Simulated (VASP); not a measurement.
# C (Fd-3m) in VASP: a series of runs

Aim: see how the results for C move with the level of theory and the settings. Levels: B3LYP, PBEsol-based global hybrid, PBEsol. Tasks: single point.

Everything below comes from runs of VASP 6.6.1. Logs are shortened: lines on timing, memory, paths and dates and some standing lists are left out, and cuts for length are marked.

## (1) The cell of the first run

The structure is cubic, space group Fd-3m (No. 227). The conventional cell has a = 3.519 Å, b = 3.519 Å, c = 3.519 Å, α = 90.00°, β = 90.00°, γ = 90.00°. C (site symmetry -43m) has 4 C at 1.52 Å within 2.0 Å.

## (2) Single point, B3LYP

Input file POSCAR:

```
C
1.0
    0.0000000000      1.7592674508      1.7592674508
    1.7592674508      0.0000000000      1.7592674508
    1.7592674508      1.7592674508      0.0000000000
C
2
Direct
    0.7500000000      0.7500000000      0.7500000000
    0.5000000000      0.5000000000      0.5000000000
```

Input file INCAR.step1:

```
PREC = Accurate ; ENCUT = 520
EDIFF = 1E-5 ; ISMEAR = -1
SIGMA = 0.05 ; LREAL = F
LASPH = T ; NELM = 100
ALGO = Normal ; ISIF = 2
LWAVE = T ; LCHARG = F
GGA = PE ; NBANDS = 11
```

Input file INCAR.step2:

```
PREC = Accurate ; ENCUT = 520
EDIFF = 1E-7 ; ISMEAR = -1
SIGMA = 0.05 ; LREAL = F
LASPH = T ; NELM = 100
ALGO = Normal ; ISIF = 2
LWAVE = F ; LCHARG = F
GGA = B3 ; LHFCALC = T
AEXX = 0.2 ; AGGAX = 0.72
AGGAC = 0.81 ; ALDAC = 0.19
PRECFOCK = Normal ; ISTART = 1
NBANDS = 11
```

Input file KPOINTS:

```
Automatic mesh
0
Gamma
  7 7 7
```

Potentials or basis: VASP PAW PBE potentials, release 64 (C).

Started as:

```console
> cat potpaw_PBE.64/C/POTCAR > POTCAR
> cp INCAR.step1 INCAR
> mpirun -np 1 vasp_std > vasp.out
> cp INCAR.step2 INCAR
> mpirun -np 1 vasp_std > vasp.out
```

OUTCAR:

```text
PREC = Accurate
   ENCUT = 520
   EDIFF = 1E-7
   ISMEAR = -1
   LREAL = F
   LASPH = T
   NELM = 100
   ISIF = 2
   GGA = B3
   LHFCALC = T
   AEXX = 0.2
   PRECFOCK = Normal
   ISTART = 1

 ion  position               nearest neighbor table
   1  0.750  0.750  0.750-   2 1.52   2 1.52   2 1.52   2 1.52
   2  0.500  0.500  0.500-   1 1.52   1 1.52   1 1.52   1 1.52

  LATTYP: Found a face centered cubic cell.
 ALAT       =     3.5185349016

  Lattice vectors:

 A1 = (   0.0000000000,   1.7592674508,   1.7592674508)
 A2 = (   1.7592674508,   0.0000000000,   1.7592674508)
 A3 = (   1.7592674508,   1.7592674508,   0.0000000000)

Analysis of symmetry for initial positions (statically):
=====================================================================
 Subroutine PRICEL returns:
 Original cell was already a primitive cell.

 Routine SETGRP: Setting up the symmetry group for a
 face centered cubic supercell.

 Subroutine GETGRP returns: Found 48 space group operations
 (whereof 24 operations were pure point group operations)
 out of a pool of 48 trial point group operations.

The static configuration has the point symmetry T_d .
 The point group associated with its full space group is O_h .

Analysis of symmetry for dynamics (positions and initial velocities):
=====================================================================
 Subroutine PRICEL returns:
 Original cell was already a primitive cell.

 Routine SETGRP: Setting up the symmetry group for a
 face centered cubic supercell.

 Subroutine GETGRP returns: Found 48 space group operations
 (whereof 24 operations were pure point group operations)
 out of a pool of 48 trial point group operations.

The dynamic configuration has the point symmetry T_d .
 The point group associated with its full space group is O_h .

 Subroutine INISYM returns: Found 48 space group operations
 (whereof 24 operations are pure point group operations),
 and found     1 'primitive' translations

----------------------------------------------------------------------------------------

                                     Primitive cell

  volume of cell :      10.8899

  direct lattice vectors                    reciprocal lattice vectors
     0.000000000  1.759267451  1.759267451    -0.284209203  0.284209203  0.284209203
     1.759267451  0.000000000  1.759267451     0.284209203 -0.284209203  0.284209203
     1.759267451  1.759267451  0.000000000     0.284209203  0.284209203 -0.284209203

  length of vectors
     2.487979889  2.487979889  2.487979889     0.492264780  0.492264780  0.492264780
[... 92 lines left out ...]
   EFERMI_NEDOS =   21; number of points for ismear=-14 and -15
   IALGO  =     38    algorithm
   IMIX   =      1    mixing-type and parameters
     AMIX     =   0.40;   BMIX     =  1.00
     AMIX_MAG =   1.60;   BMIX_MAG =  1.00
  volume/ion in A,a.u.               =       5.44        36.74
  Fermi-wavevector in a.u.,A,eV,Ry     =   1.477167  2.791441 29.688220  2.182023
  Thomas-Fermi vector in A             =   2.591604
   LORBIT       =      0    0 simple, 1 ext, 2 COOP (PROOUT), +10 PAW based schemes
   GGA     = B3    functional components
   LHFCALC =     T    Hartree Fock is set to
   PRECFOCK=normal    Normal, Fast or Accurate (Low or Medium for compatibility)
   ENCUT4O =  -1.0   cutoff for four orbital integrals eV
   NKREDX  =     1    reduce k-point grid by
   NKREDY  =     1    reduce k-point grid by
   NKREDZ  =     1    reduce k-point grid by
   AEXX    =    0.2000 exact exchange contribution
   HFSCREEN=    0.0000 screening length (either q_TF or 0.3 A-1)
   HFSCREENC=   0.0000 screening length for correlation (either q_TF or 0.3 A-1)
   ENCUTFOCK=  -1.0 apply spherical cutoff to Coloumb kernel
   IVDW    =     0    specifies the selected vdW correction
   LEPSILON=     F    determine dielectric tensor
   LRPA    =     F    only Hartree local field effects (RPA)
 non-spin polarized calculation
  energy-cutoff  :      520.00
  volume of cell :       10.89
 maximum number of plane-waves:       304
  NGX = 14; NGY = 14; NGZ = 14

 number of electron       7.9999999 magnetization

 Free energy of the ion-electron system (eV)
  ---------------------------------------------------
  ext. energy  EPLUGINS =         0.00000000
  ---------------------------------------------------
  free energy    TOTEN  =       -20.11342713 eV

  energy without entropy =      -20.11342713  energy(sigma->0) =      -20.11342713

 E-fermi :  10.5646     XC(G=0): -10.6575

 val. band max:        9.5911579350   @ k =   0.0000   0.0000   0.0000
 cond. band min:      15.8561009569   @ k =   0.4286   0.4286   0.0000
 fundamental gap:      6.2649430220
 Fermi energy:        10.5646306140

 k-point     1 :       0.0000    0.0000    0.0000
  band No.  band energies     occupation
      1     -13.8414      2.00000
      2       9.5912      2.00000
      3       9.5912      2.00000
      4       9.5912      2.00000
      5      17.1862      0.00000
      6      17.1862      0.00000
      7      17.1862      0.00000
      8      26.2492      0.00000
      9      31.8433      0.00000
     10      39.0312      0.00000
     11      39.0312      0.00000
[... 253 lines left out ...]
 k-point    20 :      -0.2857    0.4286    0.1429
  band No.  band energies     occupation
      1      -4.6214      2.00000
      2      -2.8006      2.00000
      3      -0.3719      2.00000
      4       2.3995      2.00000
      5      19.9791      0.00000
      6      23.8361      0.00000
      7      25.2477      0.00000
      8      26.1308      0.00000
      9      31.8379      0.00000
     10      35.7369      0.00000
     11      40.6090      0.00000

------------------------ aborting loop because EDIFF is reached ----------------------------------------

  FORCE on cell =-STRESS in cart. coord.  units (eV):
  Direction    XX          YY          ZZ          XY          YZ          ZX
  --------------------------------------------------------------------------------------
  -------------------------------------------------------------------------------------
  Total        1.4286417      1.4286417      1.4286417     -0.0000000     -0.0000000      0.0000000
  in kB      210.1881868    210.1881868    210.1881868     -0.0000000     -0.0000000      0.0000000
  external PRESSURE =     210.1881868 kB  Pullay stress =       0.0000000 kB

 VOLUME and BASIS-vectors are now :
 -----------------------------------------------------------------------------
  energy-cutoff  :      520.00
  volume of cell :       10.89
      direct lattice vectors                 reciprocal lattice vectors
     0.000000000  1.759267451  1.759267451    -0.284209203  0.284209203  0.284209203
     1.759267451  0.000000000  1.759267451     0.284209203 -0.284209203  0.284209203
     1.759267451  1.759267451  0.000000000     0.284209203  0.284209203 -0.284209203

 POSITION                                       TOTAL-FORCE (eV/Angst)
 -----------------------------------------------------------------------------------
      2.63890      2.63890      2.63890        -0.000000     -0.000000     -0.000000
      1.75927      1.75927      1.75927         0.000000      0.000000      0.000000
 -----------------------------------------------------------------------------------
    total drift:                                0.000000     -0.000000     -0.000000

  FREE ENERGIE OF THE ION-ELECTRON SYSTEM (eV)
  ---------------------------------------------------
  free  energy   TOTEN  =       -20.1134271337 eV

  energy  without entropy=      -20.1134271336  energy(sigma->0) =      -20.11342713
```

Run time: 3.9 min. Hardware: 1 thread of AMD EPYC 7R13 (Zen 3), shared host; peak memory 0.09 GiB.

What came out:

| Quantity | Value |
| --- | --- |
| Free energy | -20.1134 eV |
| Pressure | 21.0 GPa |
| Band gap on the k mesh | 6.26 eV, indirect (least direct gap 7.59 eV) |

Caveat: the k points lie up to 0.44 Å⁻¹ apart; the PAW data sets were made with another functional, which shifts forces and pressure a little. A k mesh can miss the band edges.

## (3) Single point, B3LYP

This run uses another cell than the first one, of 5.56 Å³/atom, 1.021 times its volume.

Input file POSCAR:

```
C
1.0
    0.0000000000      1.7714007132      1.7714007132
    1.7714007132      0.0000000000      1.7714007132
    1.7714007132      1.7714007132      0.0000000000
C
2
Direct
    0.7500000000      0.7500000000      0.7500000000
    0.5000000000      0.5000000000      0.5000000000
```

Input file INCAR.step1:

```
SYSTEM = C
PREC     = Accurate       ! precision mode
ENCUT    = 520            ! plane-wave cutoff, eV
EDIFF    = 1E-5           ! SCF threshold, eV
ISMEAR   = -1             ! smearing method
SIGMA    = 0.05           ! smearing width, eV
LREAL    = .False.        ! projectors in reciprocal space
LASPH    = .True.         ! aspherical terms in the spheres
NELM     = 100            ! most SCF steps
ALGO     = Normal         ! electronic algorithm
ISIF     = 2              ! what is computed and relaxed
LWAVE    = .True.         ! write WAVECAR
LCHARG   = .False.        ! write CHGCAR
NBANDS   = 11             ! bands
GGA      = PE             ! functional
```

Input file INCAR.step2:

```
SYSTEM = C
PREC     = Accurate       ! precision mode
ENCUT    = 520            ! plane-wave cutoff, eV
EDIFF    = 1E-6           ! SCF threshold, eV
ISMEAR   = -1             ! smearing method
SIGMA    = 0.05           ! smearing width, eV
LREAL    = .False.        ! projectors in reciprocal space
LASPH    = .True.         ! aspherical terms in the spheres
NELM     = 100            ! most SCF steps
ALGO     = Normal         ! electronic algorithm
ISIF     = 2              ! what is computed and relaxed
LWAVE    = .False.        ! write WAVECAR
LCHARG   = .False.        ! write CHGCAR
GGA      = B3             ! functional
LHFCALC  = .True.         ! exact exchange
AEXX     = 0.2            ! exact-exchange fraction
AGGAX    = 0.72         
AGGAC    = 0.81         
ALDAC    = 0.19         
PRECFOCK = Normal       
NBANDS   = 11             ! bands
ISTART   = 1
```

Input file KPOINTS:

```
Automatic mesh
0
Gamma
  7 7 7
  0 0 0
```

Potentials or basis: VASP PAW PBE potentials, release 64 (C).

Started as:

```console
> cat potpaw_PBE.64/C/POTCAR > POTCAR
> cp INCAR.step1 INCAR
> mpirun -np 1 vasp_std > vasp.out
> cp INCAR.step2 INCAR
> mpirun -np 1 vasp_std > vasp.out
```

It took 3.2 min on 1 thread of AMD EPYC 7R13 (Zen 3), shared host; peak memory 0.09 GiB.

The run converged. Its results:

```
Free energy            : -20.1361 eV
Pressure               : 10.7 GPa
Band gap on the k mesh : 6.21 eV, indirect (least direct gap 7.53 eV)
```

Levels at points of the mesh, in eV from the valence-band top:
```tsv
k point	band 1	band 2	band 3	band 4	band 5	band 6	band 7	band 8	band 9
(0.00, 0.00, 0.00)	-23.14	0.00	0.00	0.00	7.53	7.53	7.53	16.15	21.96
```

Caveat: the k points lie up to 0.44 Å⁻¹ apart; the PAW data sets were made with another functional, which shifts forces and pressure a little.

## (4) Single point, B3LYP

This run uses another cell than the first one, of 5.67 Å³/atom, 1.042 times its volume.

Input file POSCAR:

```
C
1.0
    0.0000000000      1.7833700000      1.7833700000
    1.7833700000      0.0000000000      1.7833700000
    1.7833700000      1.7833700000      0.0000000000
C
2
Direct
    0.7500000000      0.7500000000      0.7500000000
    0.5000000000      0.5000000000      0.5000000000
```

Input file INCAR.step1:

```
PREC = Accurate
ENCUT = 520
EDIFF = 1E-5
ISMEAR = -1
SIGMA = 0.05
LREAL = False
LASPH = True
NELM = 80
ALGO = Normal
ISIF = 2
LWAVE = True
NBANDS = 11
GGA = PE
```

Input file INCAR.step2:

```
PREC = Accurate
ENCUT = 520
EDIFF = 1E-6
ISMEAR = -1
SIGMA = 0.05
LREAL = False
LASPH = True
NELM = 80
ALGO = Normal
ISIF = 2
LWAVE = False
LCHARG = True
GGA = B3
LHFCALC = True
AEXX = 0.2
AGGAX = 0.72
AGGAC = 0.81
ALDAC = 0.19
PRECFOCK = Normal
LELF = True
LVHAR = True
NBANDS = 11
ISTART = 1
```

Input file KPOINTS:

```
regular mesh
0
Gamma
  7 7 7
```

Potentials or basis: VASP PAW PBE potentials, release 64 (C).

Started as:

```console
> cat potpaw_PBE.64/C/POTCAR > POTCAR
> cp INCAR.step1 INCAR
> mpirun -np 1 vasp_std > vasp.out
> cp INCAR.step2 INCAR
> mpirun -np 1 vasp_std > vasp.out
```

OUTCAR:

```text
PREC = Accurate
   ENCUT = 520
   EDIFF = 1E-6
   ISMEAR = -1
   LREAL = False
   LASPH = True
   NELM = 80
   ISIF = 2
   GGA = B3
   LHFCALC = True
   AEXX = 0.2
   PRECFOCK = Normal
   ISTART = 1

 ion  position               nearest neighbor table
   1  0.750  0.750  0.750-   2 1.54   2 1.54   2 1.54   2 1.54
   2  0.500  0.500  0.500-   1 1.54   1 1.54   1 1.54   1 1.54

  LATTYP: Found a face centered cubic cell.
 ALAT       =     3.5667400000

  Lattice vectors:

 A1 = (   0.0000000000,   1.7833700000,   1.7833700000)
 A2 = (   1.7833700000,   0.0000000000,   1.7833700000)
 A3 = (   1.7833700000,   1.7833700000,   0.0000000000)

Analysis of symmetry for initial positions (statically):
=====================================================================
 Subroutine PRICEL returns:
 Original cell was already a primitive cell.

 Routine SETGRP: Setting up the symmetry group for a
 face centered cubic supercell.

 Subroutine GETGRP returns: Found 48 space group operations
[... 174 lines left out ...]
 Fermi energy:         9.9943668405

 k-point     1 :       0.0000    0.0000    0.0000
  band No.  band energies     occupation
      1     -13.8656      2.00000
      2       8.9986      2.00000
      3       8.9986      2.00000
      4       8.9986      2.00000
      5      16.4625      0.00000
      6      16.4625      0.00000
      7      16.4625      0.00000
      8      24.6531      0.00000
      9      30.6777      0.00000
     10      37.9599      0.00000
     11      37.9599      0.00000
[... 253 lines left out ...]
 k-point    20 :      -0.2857    0.4286    0.1429
  band No.  band energies     occupation
      1      -4.9575      2.00000
      2      -3.1472      2.00000
      3      -0.5673      2.00000
      4       2.0863      2.00000
      5      19.1928      0.00000
      6      22.9645      0.00000
      7      24.1022      0.00000
      8      24.9661      0.00000
      9      30.6670      0.00000
     10      34.4168      0.00000
     11      39.3598      0.00000

------------------------ aborting loop because EDIFF is reached ----------------------------------------

  FORCE on cell =-STRESS in cart. coord.  units (eV):
  Direction    XX          YY          ZZ          XY          YZ          ZX
  --------------------------------------------------------------------------------------
  -------------------------------------------------------------------------------------
  Total        0.0932324      0.0932324      0.0932324     -0.0000000      0.0000000      0.0000000
  in kB       13.1681042     13.1681042     13.1681042     -0.0000000      0.0000000      0.0000000
  external PRESSURE =      13.1681042 kB  Pullay stress =       0.0000000 kB

 VOLUME and BASIS-vectors are now :
 -----------------------------------------------------------------------------
  energy-cutoff  :      520.00
  volume of cell :       11.34
      direct lattice vectors                 reciprocal lattice vectors
     0.000000000  1.783370000  1.783370000    -0.280368067  0.280368067  0.280368067
     1.783370000  0.000000000  1.783370000     0.280368067 -0.280368067  0.280368067
     1.783370000  1.783370000  0.000000000     0.280368067  0.280368067 -0.280368067

 POSITION                                       TOTAL-FORCE (eV/Angst)
 -----------------------------------------------------------------------------------
      2.67505      2.67505      2.67505        -0.000000     -0.000000      0.000000
      1.78337      1.78337      1.78337         0.000000      0.000000     -0.000000
 -----------------------------------------------------------------------------------
    total drift:                                0.000000     -0.000000     -0.000000

  FREE ENERGIE OF THE ION-ELECTRON SYSTEM (eV)
  ---------------------------------------------------
  free  energy   TOTEN  =       -20.1447351574 eV

  energy  without entropy=      -20.1447351573  energy(sigma->0) =      -20.14473516
```

OUTCAR.step1:

```text
PREC = Accurate
   ENCUT = 520
   EDIFF = 1E-5
   ISMEAR = -1
   LREAL = False
[... 496 lines left out ...]
      2.67505      2.67505      2.67505         0.000000      0.000000      0.000000
      1.78337      1.78337      1.78337        -0.000000     -0.000000     -0.000000
 -----------------------------------------------------------------------------------
    total drift:                                0.000000     -0.000000      0.000000

  FREE ENERGIE OF THE ION-ELECTRON SYSTEM (eV)
  ---------------------------------------------------
  free  energy   TOTEN  =       -18.1825234094 eV

  energy  without entropy=      -18.1825234094  energy(sigma->0) =      -18.18252341
```

It took 4.4 min on 1 thread of AMD EPYC 7R13 (Zen 3), shared host; peak memory 0.1 GiB.

What came out:

- Free energy: -20.1447 eV
- Pressure: 1.3 GPa
- Band gap on the k mesh: 6.15 eV, indirect (least direct gap 7.46 eV)

Caveat: the k points lie up to 0.44 Å⁻¹ apart; the PAW data sets were made with another functional, which shifts forces and pressure a little.

## (5) Single point, PBEsol-based global hybrid

This run uses another cell than the first one, of 5.67 Å³/atom, 1.042 times its volume.

POSCAR is that of step 4.

Input file INCAR.step1:

```
  ALGO = Normal
  EDIFF = 1E-5
  ENCUT = 910
  GGA = PE
  GGA_COMPAT = False
  ISIF = 2
  ISMEAR = 0
  LASPH = True
  LCHARG = False
  LREAL = False
  LWAVE = True
  NBANDS = 11
  NELM = 120
  PREC = Accurate
  SIGMA = 0.01
```

Input file INCAR.step2:

```
  AEXX = 0.25
  ALGO = Normal
  EDIFF = 1E-6
  ENCUT = 910
  GGA = PS
  GGA_COMPAT = False
  ISIF = 2
  ISMEAR = 0
  ISTART = 1
  LASPH = True
  LCHARG = False
  LHFCALC = True
  LREAL = False
  LWAVE = False
  NBANDS = 11
  NELM = 120
  PREC = Accurate
  PRECFOCK = Normal
  SIGMA = 0.01
```

Input file KPOINTS:

```
k-points
0
Gamma
  7 7 7
```

Potentials or basis: VASP PAW PBE potentials, release 64 (C_h).

Started as:

```console
> cat potpaw_PBE.64/C_h/POTCAR > POTCAR
> cp INCAR.step1 INCAR
> mpirun -np 1 vasp_std > vasp.out
> cp INCAR.step2 INCAR
> mpirun -np 1 vasp_std > vasp.out
```

It took 12 min on 1 thread of Intel Xeon Platinum 8259CL at 2.50GHz (Skylake/Cascade Lake), shared host; peak memory 0.16 GiB.

It converged, with:

| Property | Result |
| --- | --- |
| Free energy | -22.9058 eV |
| Pressure | -12.7 GPa |
| Band gap on the k mesh | 6.08 eV, indirect (least direct gap 7.70 eV) |

Levels at points of the mesh, in eV from the valence-band top:
```
           k point  band 2  band 3  band 4  band 5  band 6  band 7
(0.00, 0.00, 0.00)    0.00    0.00    0.00    7.70    7.70    7.70
```

Caveat: the k points lie up to 0.44 Å⁻¹ apart; the cutoff is under 1.25 times the usual one of these potentials, so pressure, stress and relaxed cells hold a basis-set (Pulay) error; the PAW data sets were made with another functional, which shifts forces and pressure a little.

(Continued in part 2 of 2.)
